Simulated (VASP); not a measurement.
# GaP (ha.bA): single point with PBE

Crystal: GaP (ha.bA).

```
Ga P
1.0
     0.00000    2.75330    2.75330
     2.75330    0.00000    2.75330
     2.75330    2.75330    0.00000
Ga P
1 1
Direct
  0.00000 0.00000 0.00000
  0.25000 0.25000 0.25000
```

* Program: VASP 6.6.1
* Task: single point
* Functional: PBE
* Potentials or basis: VASP PAW PBE potentials, release 64 (Ga_d, P)
* Cutoff: 500 eV
* k mesh: 10 × 10 × 10
* Occupations: gaussian, width 0.02 eV
* Spin: no spin polarisation

* Pressure: -0.1 GPa
* Band gap on the k mesh: 1.57 eV, direct

Levels at points of the mesh, in eV from the valence-band top:
```tsv
k point	band 6	band 7	band 8	band 9	band 10	band 11	band 12	band 13
(0.00, 0.00, 0.00)	-12.26	0.00	0.00	0.00	1.57	3.90	3.90	3.90
(0.50, 0.00, 0.00)	-10.30	-6.46	-1.07	-1.07	1.58	4.73	4.73	8.22
(0.50, 0.50, 0.00)	-9.44	-6.61	-2.58	-2.58	1.72	1.85	10.37	10.37
```

Wall time 21 s on 1 thread of Intel(R) Xeon(R) Platinum 8259CL CPU @ 2.50GHz (Skylake/Cascade Lake), with other jobs on the host, peak memory 0.17 GiB.

A k mesh can miss the band edges.
